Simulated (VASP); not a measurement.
The system is SnO2.

```
Sn O
1.0
     0.00000    2.57415    2.57415
     2.57415    0.00000    2.57415
     2.57415    2.57415    0.00000
Sn O
1 2
Direct
  0.00000 0.00000 0.00000
  0.75000 0.75000 0.75000
  0.25000 0.25000 0.25000
```

Base run:

- Program: VASP 6.6.1
- Functional: PBEsol
- Potentials or basis: VASP PAW PBE potentials, release 64 (Sn_d, O)
- Cutoff: 520 eV
- k mesh: 9 × 9 × 9
- Occupations: fermi-dirac, width 0.05 eV
- Spin: no spin polarisation

Its results: band gap on the k mesh zero (bands 13 and 14 overlap by 0.18 eV); pressure -6.5 GPa.

Q: The run is repeated on the same cell with these changes: functional from PBEsol to RPBE. What comes out?

A: Band gap on the k mesh zero (bands 13 and 14 overlap by 0.03 eV); pressure 4.3 GPa.

RPBE binds less tightly than PBEsol, so the same cell stands under more pressure.

Caveats: semilocal functionals underestimate gaps, so a narrow gap can read as zero; the PAW data sets were made with another functional, which shifts forces and pressure a little; spin-orbit coupling is left out, which moves the levels of the heavy elements; the cell stands under tension (at least some runs); the cell stands under pressure (at least some runs).
